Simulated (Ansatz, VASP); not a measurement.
**SiNi2: VASP beside Ansatz**

POSCAR

```
SiNi2
1.0
    3.8695455034      0.0000000000      0.0000000000
   -1.9347727517      3.3511247070      0.0000000000
    0.0000000000      0.0000000000      4.9268111706
Si Ni
2 4
Direct
    0.3333333333      0.6666666667      0.7567930481
    0.6666666667      0.3333333333      0.2432069519
    0.0000000000      0.0000000000      0.0000000000
    0.0000000000      0.0000000000      0.5000000000
    0.3333333333      0.6666666667      0.2576114141
    0.6666666667      0.3333333333      0.7423885859
```

File INCAR.step1:

```
PREC = Accurate
ENCUT = 520
ISMEAR = 0
SIGMA = 0.15
LREAL = False
LASPH = True
NELM = 80
NBANDS = 33
GGA = PE
ALGO = Normal
EDIFF = 1E-4
LWAVE = True
LCHARG = False
```

Contents of INCAR.step2:

```
PREC = Accurate
ENCUT = 520
EDIFF = 1E-7
ISMEAR = 0
SIGMA = 0.15
LREAL = False
LASPH = True
NELM = 80
ALGO = Normal
ISIF = 2
LWAVE = False
LCHARG = False
METAGGA = R2SCAN
LMIXTAU = True
NBANDS = 33
ISTART = 1
```

Contents of KPOINTS:

```
regular mesh
0
Gamma
  12 12 10
```

Input for Ansatz:

```yaml
crystal:
  lattice:
    - [3.8695455034, 0.0, 0.0]
    - [-1.9347727517, 3.351124707, 0.0]
    - [0.0, 0.0, 4.9268111706]
  atoms:
    - { symbol: Si, position: [0.3333333333, 0.6666666667, 0.7567930481] }
    - { symbol: Si, position: [0.6666666667, 0.3333333333, 0.2432069519] }
    - { symbol: Ni, position: [0.0, 0.0, 0.0] }
    - { symbol: Ni, position: [0.0, 0.0, 0.5] }
    - { symbol: Ni, position: [0.3333333333, 0.6666666667, 0.2576114141] }
    - { symbol: Ni, position: [0.6666666667, 0.3333333333, 0.7423885859] }
basis:
  ecutwfc: 500
kpoints:
  mp_grid: { grid: [12, 12, 10] }
hamiltonian:
  xc: r2scan
scf:
  occupations: { method: gaussian, width: 0.15 }
output:
  forces: true
  stress: true
  eigenvalues: true
```

Change from the starting cell: mode 4 (121.0 1/cm) frozen in, largest displacement +0.037 Å.

Alike in both runs: task single point; functional r2SCAN; k mesh 12 × 12 × 10; occupations gaussian, width 0.15 eV; no spin polarisation.

```csv
,VASP,Ansatz
version,VASP 6.6.1,Ansatz 0.2.0
potentials or method,"VASP PAW PBE potentials, release 64 (Si, Ni), cutoff 520 eV","scalar-relativistic, plane waves, PAW"
valence electrons in the cell,48,80
```

|  | VASP | Ansatz | Ansatz less VASP |
| --- | --- | --- | --- |
| gap on the k mesh at the Fermi level (eV) | none | none | - |
| pressure (GPa) | 0.3 | 0.0 | -0.31 |
| traceless stress, the component that is largest in VASP (GPa) | -0.09 | -0.03 | +0.055 |
| rms of the force components (eV/Å) | 0.042 | 0.043 | +0.0013 |

VASP's potentials were made for PBE, not for r2SCAN. Atom by atom the forces differ by 0.001 eV/Å (rms over components). A gap of «none» marks a metal or a gap that the smearing closes. The functional is the same, so the differences come from potentials, cutoffs and numerics. VASP's potentials hold 48 valence electrons a cell and Ansatz's 80, so a difference there can come from the potentials and not from the codes.
